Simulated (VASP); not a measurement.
# ZnS (P6_3mc) in VASP: further runs

Runs on ZnS. Level: r2SCAN. Tasks: single point.

Everything below comes from runs of VASP 6.6.1. Logs are shortened: lines on timing, memory, paths and dates and some standing lists are left out, and cuts for length are marked.

## (1) The cell of the first run

The structure is hexagonal, space group P6_3mc (No. 186). Conventional cell: a = 3.746 Å, b = 3.746 Å, c = 6.156 Å, α = 90.00°, β = 90.00°, γ = 120.00°. Zn (site symmetry 3m) has 4 S at 2.30 Å within 3.0 Å. Within 3.0 Å of S (site symmetry 3m) lie 4 Zn at 2.30 Å.

## (2) Single point, r2SCAN

POSCAR

```
ZnS
1.0
    3.7462052654      0.0000000000      0.0000000000
   -1.8731026327      3.2443089276      0.0000000000
    0.0000000000      0.0000000000      6.1561858114
Zn S
2 2
Direct
    0.3333333333      0.6666666667      0.0056806563
    0.6666666667      0.3333333333      0.5056806563
    0.3333333333      0.6666666667      0.3793193437
    0.6666666667      0.3333333333      0.8793193437
```

INCAR.step1

```
SYSTEM = ZnS
PREC = Accurate ; ENCUT = 520
ISMEAR = 0 ; SIGMA = 0.01
LREAL = .False. ; LASPH = .True.
NELM = 100 ; NBANDS = 26
GGA = PE ; ALGO = Normal
EDIFF = 1E-4 ; LWAVE = .True.
LCHARG = .False.
```

INCAR.step2

```
SYSTEM = ZnS
PREC = Accurate ; ENCUT = 520
EDIFF = 1E-7 ; ISMEAR = 0
SIGMA = 0.01 ; LREAL = .False.
LASPH = .True. ; NELM = 100
ALGO = Normal ; ISIF = 2
LWAVE = .False. ; LCHARG = .True.
METAGGA = R2SCAN ; LMIXTAU = .True.
LELF = .True. ; LVHAR = .True.
NBANDS = 26 ; ISTART = 1
```

KPOINTS

```
Automatic mesh
0
Gamma
  6 6 4
  0 0 0
```

Potentials or basis: VASP PAW PBE potentials, release 64 (Zn, S).

Command:

```sh
cat potpaw_PBE.64/Zn/POTCAR potpaw_PBE.64/S/POTCAR > POTCAR
cp INCAR.step1 INCAR
mpirun -np 1 vasp_std > vasp.out
cp INCAR.step2 INCAR
mpirun -np 1 vasp_std > vasp.out
```

OUTCAR:

```text
SYSTEM = ZnS
   PREC = Accurate
   ENCUT = 520
   EDIFF = 1E-7
   ISMEAR = 0
   LREAL = .False.
   LASPH = .True.
   NELM = 100
   ISIF = 2
   METAGGA = R2SCAN
   ISTART = 1

 ion  position               nearest neighbor table
   1  0.333  0.667  0.006-   4 2.30   4 2.30   4 2.30   3 2.30
   2  0.667  0.333  0.506-   3 2.30   3 2.30   3 2.30   4 2.30
   3  0.333  0.667  0.379-   2 2.30   2 2.30   2 2.30   1 2.30
   4  0.667  0.333  0.879-   1 2.30   1 2.30   1 2.30   2 2.30

  LATTYP: Found a hexagonal cell.
 ALAT       =     3.7462052654
 C/A-ratio  =     1.6433124656

  Lattice vectors:

 A1 = (   3.7462052654,   0.0000000000,   0.0000000000)
 A2 = (  -1.8731026327,   3.2443089276,   0.0000000000)
 A3 = (   0.0000000000,   0.0000000000,   6.1561858114)

Analysis of symmetry for initial positions (statically):
=====================================================================
 Subroutine PRICEL returns:
 Original cell was already a primitive cell.

 Routine SETGRP: Setting up the symmetry group for a
 hexagonal supercell.

 Subroutine GETGRP returns: Found 12 space group operations
 (whereof  6 operations were pure point group operations)
 out of a pool of 24 trial point group operations.

The static configuration has the point symmetry C_3v.
 The point group associated with its full space group is C_6v.

Analysis of symmetry for dynamics (positions and initial velocities):
=====================================================================
 Subroutine PRICEL returns:
 Original cell was already a primitive cell.

 Routine SETGRP: Setting up the symmetry group for a
 hexagonal supercell.

 Subroutine GETGRP returns: Found 12 space group operations
 (whereof  6 operations were pure point group operations)
 out of a pool of 24 trial point group operations.

The dynamic configuration has the point symmetry C_3v.
 The point group associated with its full space group is C_6v.

 Subroutine INISYM returns: Found 12 space group operations
 (whereof  6 operations are pure point group operations),
 and found     1 'primitive' translations

----------------------------------------------------------------------------------------

                                     Primitive cell

  volume of cell :      74.8213

  direct lattice vectors                    reciprocal lattice vectors
     3.746205265  0.000000000  0.000000000     0.266936788  0.154116026  0.000000000
    -1.873102633  3.244308928  0.000000000     0.000000000  0.308232053  0.000000000
     0.000000000  0.000000000  6.156185811     0.000000000  0.000000000  0.162438242

  length of vectors
     3.746205265  3.746205265  6.156185811     0.308232053  0.308232053  0.162438242

  position of ions in fractional coordinates (direct lattice)
     0.333333333  0.666666667  0.005680656
     0.666666667  0.333333333  0.505680656
     0.333333333  0.666666667  0.379319344
     0.666666667  0.333333333  0.879319344

  ion indices of the primitive-cell ions
   primitive index   ion index
                 1           1
                 2           2
                 3           3
                 4           4

----------------------------------------------------------------------------------------

 KPOINTS: Automatic mesh

Automatic generation of k-mesh.
 Grid dimensions read from file:
 generate k-points for:    6    6    4

 Generating k-lattice:

  Cartesian coordinates                     Fractional coordinates (reciprocal lattice)
     0.044489465  0.025686004  0.000000000     0.166666667  0.000000000  0.000000000
     0.000000000  0.051372009  0.000000000     0.000000000  0.166666667  0.000000000
     0.000000000  0.000000000  0.040609560     0.000000000  0.000000000  0.250000000

  Length of vectors
     0.051372009  0.051372009  0.040609560

  Shift w.r.t. Gamma in fractional coordinates (k-lattice)
     0.000000000  0.000000000  0.000000000

 Subroutine IBZKPT returns following result:
 ===========================================

 Found     21 irreducible k-points:

 Following reciprocal coordinates:
            Coordinates               Weight
  0.000000  0.000000  0.000000      1.000000
  0.166667 -0.000000  0.000000      6.000000
  0.333333  0.000000  0.000000      6.000000
  0.500000  0.000000  0.000000      3.000000
  0.166667  0.166667  0.000000      6.000000
  0.333333  0.166667  0.000000     12.000000
[... 13 lines left out ...]
  0.333333  0.166667  0.500000     12.000000
  0.333333  0.333333  0.500000      2.000000
   k-points           NKPTS =     21   k-points in BZ     NKDIM =     21   number of bands    NBANDS=     26
   number of dos      NEDOS =    301   number of ions     NIONS =      4
   total plane-waves  NPLWV =  37632
   dimension x,y,z NGX =    28 NGY =   28 NGZ =   48
   dimension x,y,z NGXF=    56 NGYF=   56 NGZF=   96
   ions per type =               2   2
   NGX,Y,Z   is equivalent  to a cutoff of  12.43, 12.43, 12.96 a.u.
   NGXF,Y,Z  is equivalent  to a cutoff of  24.85, 24.85, 25.92 a.u.
 SYSTEM =  ZnS
   PREC   = accura    normal or accurate (medium, high low for compatibility)
   ISTART =      1    job   : 0-new  1-cont  2-samecut
   ICHARG =      0    charge: 1-file 2-atom 10-const
   ISPIN  =      1    spin polarized calculation?
   LNONCOLLINEAR =      F non collinear calculations
   LSORBIT =      F    spin-orbit coupling
   LASPH  =      T    aspherical Exc in radial PAW
   ENCUT  =  520.0 eV  38.22 Ry    6.18 a.u.   6.97  6.97 11.45*2*pi/ulx,y,z
   NELM   =    100;   NELMIN=  2; NELMDL=  0     # of ELM steps
   EDIFF  = 0.1E-06   stopping-criterion for ELM
   LREAL  =      F    real-space projection
   EDIFFG = 0.1E-05   stopping-criterion for IOM
   NSW    =      0    number of steps for IOM
   IBRION =     -1    ionic relax: 0-MD 1-quasi-New 2-CG
   NFREE  =      0    steps in history (QN), initial steepest desc. (CG)
   ISIF   =      2    stress and relaxation
   ISYM   =      2    0-nonsym 1-usesym 2-fastsym
   POTIM  = 0.5000    time-step for ionic-motion
   TEBEG  =    0.0;   TEEND  =   0.0 temperature during run
   PSTRESS=    0.0 pullay stress
   NELECT =      36.0000    total number of electrons
   NUPDOWN=      -1.0000    fix difference up-down
   EMIN   =  10.00;   EMAX   =-10.00  energy-range for DOS
   EFERMI =   0.00;   METHOD = LEGACY
   ISMEAR =     0;   SIGMA  =   0.01  broadening in eV -4-tet -1-fermi 0-gaus
   EFERMI_NEDOS =   21; number of points for ismear=-14 and -15
   IALGO  =     38    algorithm
   IMIX   =      4    mixing-type and parameters
     AMIX     =   0.40;   BMIX     =  1.00
     AMIX_MAG =   1.60;   BMIX_MAG =  1.00
  volume/ion in A,a.u.               =      18.71       126.23
  Fermi-wavevector in a.u.,A,eV,Ry     =   1.282824  2.424186 22.390266  1.645638
  Thomas-Fermi vector in A             =   2.415113
   LORBIT       =      0    0 simple, 1 ext, 2 COOP (PROOUT), +10 PAW based schemes
   METAGGA = R2SCAN    functional components
   LHFCALC =     F    Hartree Fock is set to
   AEXX    =    0.0000 exact exchange contribution
   IVDW    =     0    specifies the selected vdW correction
   LEPSILON=     F    determine dielectric tensor
   LRPA    =     F    only Hartree local field effects (RPA)
 non-spin polarized calculation
 Gauss-broadening in eV      SIGMA  =   0.01
  energy-cutoff  :      520.00
  volume of cell :       74.82
 maximum number of plane-waves:      2031
 NGX is ok and might be reduce to    28
   NGX = 13   NGY = 13   NGZ = 23

 number of electron      36.0000014 magnetization

 Free energy of the ion-electron system (eV)
  ---------------------------------------------------
  ext. energy  EPLUGINS =         0.00000000
  ---------------------------------------------------
  free energy    TOTEN  =       -37.67826888 eV

  energy without entropy =      -37.67826888  energy(sigma->0) =      -37.67826888

 E-fermi :   2.4348     XC(G=0): -10.5495

 val. band max:        2.3724601413   @ k =   0.0000   0.0000   0.0000
 cond. band min:       5.3789026663   @ k =   0.0000   0.0000   0.0000
 fundamental gap:      3.0064425249
 Fermi energy:         2.4347752363

 k-point     1 :       0.0000    0.0000    0.0000
  band No.  band energies     occupation
      1     -11.7332      2.00000
      2     -10.6851      2.00000
      3      -4.3712      2.00000
      4      -4.3500      2.00000
      5      -4.3500      2.00000
      6      -4.2498      2.00000
[... 18 lines left out ...]
     25      10.6270      0.00000
     26      12.4676      0.00000

 k-point     2 :       0.1667   -0.0000    0.0000
  band No.  band energies     occupation
      1     -11.5292      2.00000
      2     -10.5730      2.00000
      3      -4.3690      2.00000
      4      -4.3278      2.00000
      5      -4.3104      2.00000
      6      -4.2248      2.00000
[... 18 lines left out ...]
     25      11.1493      0.00000
     26      11.5219      0.00000

 k-point     3 :       0.3333    0.0000    0.0000
  band No.  band energies     occupation
      1     -11.0369      2.00000
      2     -10.3715      2.00000
      3      -4.3662      2.00000
      4      -4.2611      2.00000
      5      -4.2478      2.00000
      6      -4.0853      2.00000
[... 18 lines left out ...]
     25      11.6767      0.00000
     26      13.0114      0.00000

 k-point     4 :       0.5000    0.0000    0.0000
  band No.  band energies     occupation
      1     -10.6941      2.00000
      2     -10.3298      2.00000
      3      -4.3468      2.00000
      4      -4.2273      2.00000
      5      -4.1019      2.00000
      6      -4.0615      2.00000
[... 18 lines left out ...]
     25      12.1123      0.00000
     26      14.8027      0.00000
[... 409 lines left out ...]
      1     -10.8132      2.00000
      2     -10.8132      2.00000
      3      -4.3540      2.00000
      4      -4.3540      2.00000
      5      -4.2081      2.00000
      6      -4.2081      2.00000
[... 18 lines left out ...]
     25      11.3639      0.00000
     26      11.3639      0.00000

 k-point    20 :       0.3333    0.1667    0.5000
  band No.  band energies     occupation
      1     -10.5071      2.00000
      2     -10.5071      2.00000
      3      -4.3035      2.00000
      4      -4.3035      2.00000
      5      -4.1308      2.00000
      6      -4.1308      2.00000
[... 18 lines left out ...]
     25      12.2222      0.00000
     26      12.2222      0.00000

 k-point    21 :       0.3333    0.3333    0.5000
  band No.  band energies     occupation
      1     -10.4018      2.00000
      2     -10.4018      2.00000
      3      -4.2117      2.00000
      4      -4.2117      2.00000
      5      -4.1678      2.00000
      6      -4.1678      2.00000
[... 18 lines left out ...]
     25      12.6440      0.00000
     26      12.6440      0.00000

------------------------ aborting loop because EDIFF is reached ----------------------------------------

  FORCE on cell =-STRESS in cart. coord.  units (eV):
  Direction    XX          YY          ZZ          XY          YZ          ZX
  --------------------------------------------------------------------------------------
  -------------------------------------------------------------------------------------
  Total        1.9104155      1.9104155      1.8830958      0.0000000      0.0000000      0.0000000
  in kB       40.9084405     40.9084405     40.3234340      0.0000000      0.0000000      0.0000000
  external PRESSURE =      40.7134384 kB  Pullay stress =       0.0000000 kB

 VOLUME and BASIS-vectors are now :
 -----------------------------------------------------------------------------
  energy-cutoff  :      520.00
  volume of cell :       74.82
      direct lattice vectors                 reciprocal lattice vectors
     3.746205265  0.000000000  0.000000000     0.266936788  0.154116026  0.000000000
    -1.873102633  3.244308928  0.000000000     0.000000000  0.308232053  0.000000000
     0.000000000  0.000000000  6.156185811     0.000000000  0.000000000  0.162438242

 POSITION                                       TOTAL-FORCE (eV/Angst)
 -----------------------------------------------------------------------------------
     -0.00000      2.16287      0.03497        -0.000000      0.000000     -0.009326
      1.87310      1.08144      3.11306         0.000000     -0.000000     -0.009326
     -0.00000      2.16287      2.33516         0.000000     -0.000000      0.009326
      1.87310      1.08144      5.41325         0.000000     -0.000000      0.009326
 -----------------------------------------------------------------------------------
    total drift:                               -0.000001     -0.000001     -0.040511

  FREE ENERGIE OF THE ION-ELECTRON SYSTEM (eV)
  ---------------------------------------------------
  free  energy   TOTEN  =       -37.6782688837 eV

  energy  without entropy=      -37.6782688837  energy(sigma->0) =      -37.67826888
```

Run time: 2 min. Hardware: 1 thread of Intel Xeon Platinum 8488C (Sapphire Rapids), shared host; peak memory 0.21 GiB.

What came out:

```yaml
Free_energy: -37.6783 eV
Pressure: 4.1 GPa
Largest_force: 0.009 eV/Å
Band_gap_on_the_k_mesh: 3.01 eV, direct
```

Forces on the atoms (eV/Å):
```
Zn   0.000  0.000 -0.009
Zn   0.000  0.000 -0.009
S    0.000  0.000  0.009
S    0.000  0.000  0.009
```

Caveat: the PAW data sets were made with another functional, which shifts forces and pressure a little.

[end of part 1 of 2]
